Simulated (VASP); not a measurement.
A run of VASP 6.6.1:

INCAR

```
PREC = Accurate
ENCUT = 520
EDIFF = 1E-6
ISMEAR = -1
SIGMA = 0.15
LREAL = False
LASPH = True
NELM = 60
ALGO = Normal
ISIF = 2
LWAVE = False
LCHARG = False
LDIPOL = True
IDIPOL = 3
DIPOL = 0.5 0.5 0.500
GGA = PS
NBANDS = 38
```

KPOINTS

```
regular mesh
0
Gamma
  7 7 1
```

File POSCAR:

```
Rh
1.0
    2.7309811217      0.0000000000      0.0000000000
   -1.3654905608      2.3650990286      0.0000000000
    0.0000000000      0.0000000000     18.6427350000
Rh
4
Direct
    0.6666666667      0.3333333333      0.4428272573
    0.3333333333      0.6666666667      0.3294586031
    0.6666666667      0.3333333333      0.6705413977
    0.3333333333      0.6666666667      0.5571727420
```

Potentials or basis: VASP PAW PBE potentials, release 64 (Rh_pv).

Command:

```sh
$ cat potpaw_PBE.64/Rh_pv/POTCAR > POTCAR
$ mpirun -np 1 vasp_std > vasp.out
```

Hardware: 1 thread of AMD EPYC 7R13, on a shared host.

Task: Estimate the wall time of this run.

Result: It took 75 s on 1 thread of AMD EPYC 7R13, with other jobs on the host, peak memory 0.2 GiB. Counts: scf iterations 20, k points 8.
